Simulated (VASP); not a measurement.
A run of VASP 6.6.1 is set up as follows.

INCAR

```
SYSTEM = Ti
ALGO     = Normal         ! electronic algorithm
EDIFF    = 1E-6           ! SCF threshold, eV
ENCUT    = 520            ! plane-wave cutoff, eV
GGA      = PE             ! functional
ISIF     = 2              ! what is computed and relaxed
ISMEAR   = 0              ! smearing method
LASPH    = .TRUE.         ! aspherical terms in the spheres
LCHARG   = .FALSE.        ! write CHGCAR
LREAL    = .FALSE.        ! projectors in reciprocal space
LWAVE    = .FALSE.        ! write WAVECAR
NBANDS   = 12             ! bands
NELM     = 80             ! most SCF steps
PREC     = Accurate       ! precision mode
SIGMA    = 0.15           ! smearing width, eV
```

Contents of KPOINTS:

```
k-points
0
G
  22 22 22
  0 0 0
```

POSCAR

```
Ti
1.0
   -1.6560536732      1.6560536732      1.6560536732
    1.6560536732     -1.6560536732      1.6560536732
    1.6560536732      1.6560536732     -1.6560536732
Ti
1
Direct
    0.0000000000      0.0000000000      0.0000000000
```

Potentials or basis: VASP PAW PBE potentials, release 64 (Ti_sv).

Run with:

```console
$ cat potpaw_PBE.64/Ti_sv/POTCAR > POTCAR
$ mpirun -np 1 vasp_std > vasp.out
```

(1) What does it give for the pressure?

(2) Predict the band gap on the k mesh.

Answers

(1) -5.1 GPa.

(2) zero (band 6 reaches 8.59 eV, above the bottom of band 7 at 7.06 eV).
